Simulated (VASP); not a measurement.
Write the native input for VASP 6.6.1 that does the following.

```
Task                   : single point
Functional             : LDA
Potentials or basis    : VASP PAW LDA potentials, release 64 (C)
Cutoff                 : 520 eV
k mesh                 : 21 × 21 × 6
Occupations            : gaussian, width 0.1 eV
Spin                   : no spin polarisation
Dipole correction      : no
Further INCAR settings : ALGO = Normal; EDIFF = 1e-06; NBANDS = 16
```

The structure of C lies in POSCAR:

```
C
1.0
    2.4449191005      0.0000000000      0.0000000000
   -1.2224595502      2.1173620512      0.0000000000
    0.0000000000      0.0000000000      6.6552256957
C
4
Direct
    0.0000000000      0.0000000000      0.7500000000
    0.0000000000      0.0000000000      0.2500000000
    0.3333333333      0.6666666667      0.7500000000
    0.6666666667      0.3333333333      0.2500000000
```

These files were run (other wordings do the same):

INCAR

```
  PREC = Accurate
  ENCUT = 520
  EDIFF = 1E-6
  ISMEAR = 0
  SIGMA = 0.1
  LREAL = False
  LASPH = True
  NELM = 100
  ALGO = Normal
  ISIF = 2
  LWAVE = False
  LCHARG = True
  GGA = CA
  LELF = True
  LVHAR = True
  NBANDS = 16
```

KPOINTS

```
Automatic mesh
0
Gamma
  21 21 6
```

Potentials or basis: VASP PAW LDA potentials, release 64 (C).

Command:

```console
$ cat potpaw_LDA.64/C/POTCAR > POTCAR
$ mpirun -np 1 vasp_std > vasp.out
```

It gave:

```
Pressure               : 0.8 GPa
Band gap on the k mesh : zero (bands 8 and 9 overlap by 0.03 eV)
```

Wall time 32 s on 1 thread of Intel(R) Xeon(R) 6975P-C (Granite Rapids), with other jobs on the host, peak memory 0.18 GiB.
